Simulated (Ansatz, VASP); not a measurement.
**One calculation of Hf, two programs**

```
Hf
1.0
     4.99342    0.00000    0.00000
    -2.49671    4.32443    0.00000
     0.00000    0.00000    3.10294
Hf
3
Direct
  0.00000 0.00000 0.00000
  0.33333 0.66667 0.50000
  0.66667 0.33333 0.50000
```

Alike in both runs: functional PBE; k mesh 8 × 8 × 11; occupations fermi-dirac, width 0.08 eV; no spin polarisation.

Ansatz relaxed the structure, and its values are those at the end. VASP's run is a single point on that final structure, the one shown.

```csv
,VASP,Ansatz
version,VASP 6.6.1,Ansatz 0.2.0
potentials or method,"VASP PAW PBE potentials, release 64 (Hf_pv)","PAW with Ansatz's default frozen-core files, scalar-relativistic"
plane-wave cutoff (eV),520,420
valence electrons in the cell,30,78
```

|  | VASP | Ansatz | Ansatz less VASP |
| --- | --- | --- | --- |
| pressure (GPa) | -0.5 | 0.0 | +0.43 |

VASP's potentials hold 30 valence electrons a cell and Ansatz's 78, so a difference there can come from the potentials and not from the codes.

Spin-orbit coupling is off throughout.
